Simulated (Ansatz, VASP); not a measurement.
**BaTe: VASP beside Ansatz**

```
CELL_PARAMETERS angstrom
0.00000 3.51448 3.51448
3.51448 0.00000 3.51448
3.51448 3.51448 0.00000
ATOMIC_POSITIONS crystal
Ba 0.00000 0.00000 0.00000
Te 0.50000 0.50000 0.50000
```

Alike in both runs: task single point; functional r2SCAN; k mesh 8 × 8 × 8; occupations gaussian, width 0.02 eV; no spin polarisation.

```csv
,VASP,Ansatz
version,VASP 6.6.1,Ansatz 0.2.0
potentials or method,"VASP PAW PBE potentials, release 64 (Ba_sv, Te), cutoff 520 eV","scalar-relativistic, plane waves, PAW"
valence electrons in the cell,16,26
```

Ansatz gave:

| Quantity | Value |
| --- | --- |
| gap on the k mesh at the Fermi level (eV) | 1.98 |
| least direct gap on the mesh (eV) | 2.34 |
| pressure (GPa) | 0.5 |

Problem. Estimate VASP's values.

Solution. gap on the k mesh at the Fermi level (eV): 1.90; least direct gap on the mesh (eV): 2.29; pressure (GPa): 0.8.

VASP's potentials were made for PBE, not for r2SCAN. VASP's potentials hold 16 valence electrons a cell and Ansatz's 26, so a difference there can come from the potentials and not from the codes.

Neither program's run includes spin-orbit coupling.
